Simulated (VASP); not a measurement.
KF, 2 atoms in the cell. Symmetry: Fm-3m, No. 225, cubic system. Conventional cell: a = 5.474 Å, b = 5.474 Å, c = 5.474 Å, α = 90.00°, β = 90.00°, γ = 90.00°. K (site symmetry m-3m) has 6 F at 2.74 Å within 3.6 Å. Within 3.6 Å of F (site symmetry m-3m) lie 6 K at 2.74 Å. 

- Program: VASP 6.6.1
- Task: single point
- Functional: PBE
- Potentials or basis: VASP PAW PBE potentials, release 64 (K_sv, F)
- Cutoff: 520 eV
- k mesh: 8 × 8 × 8
- Occupations: gaussian, width 0.02 eV
- Spin: no spin polarisation
- Dipole correction: no
- Further INCAR settings: ALGO = Normal; EDIFF = 1e-07; NBANDS = 15

Potentials or basis: VASP PAW PBE potentials, release 64 (K_sv, F).

Launch:

```sh
$ cat potpaw_PBE.64/K_sv/POTCAR potpaw_PBE.64/F/POTCAR > POTCAR
$ mpirun -np 1 vasp_std > vasp.out
```

Hardware: 1 thread of AMD EPYC 9R45 96-Core Processor (Zen 5), with other jobs on the host.

Problem. Estimate the wall time of this run.

Solution. Run time: 12 s on 1 thread of AMD EPYC 9R45 96-Core Processor (Zen 5) (shared host), peak memory 0.14 GiB. Counts: scf iterations 14, k points 29.
